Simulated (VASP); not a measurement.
Runs of VASP 6.6.1 on Cu. The structure is that of space group Fm-3m (No. 225), or close to it. The cells are those of the table. 

| task | level | potentials or basis | spin | cell | cutoff (eV) | second run | gap on the mesh (eV) | pressure (GPa) | relaxed volume (Å³/atom) |
| --- | --- | --- | --- | --- | --- | --- | --- | --- | --- |
| single point | PBEsol | VASP PAW PBE potentials, release 64 (Cu) | off | a = 2.520 Å, angles 60.0°, 1 atom | 520 | - | none | 0.7 | - |
| relaxation of cell and atoms | PBEsol | VASP PAW PBE potentials, release 64 (Cu) | off | relaxed from a = 2.590 Å, angles 60.0°, 1 atom | 600 | - | none | 0.0 | 11.37 |
| relaxation of cell and atoms | PBEsol | VASP PAW PBE potentials, release 64 (Cu_sv_GW) | off | relaxed from a = 2.590 Å, angles 60.0°, 1 atom | 700 | valence_matched | none | 0.0 | 11.10 |
| single point | revPBE | VASP PAW PBE potentials, release 64 (Cu) | collinear, ferromagnetic start | a = 2.589 Å, angles 60.0°, 1 atom | 520 | - | none | (a) | - |

Alike in all rows: k mesh 16 × 16 × 16; smearing fermi-dirac 0.05 eV.

Question: Fill in the values left out.

Answer: (a) 0.6.

Caveats: the PAW data sets were made with another functional, which shifts forces and pressure a little.

A gap of «none» marks levels without a gap at the run's occupations.

The runs don't all hold the same shells in valence.
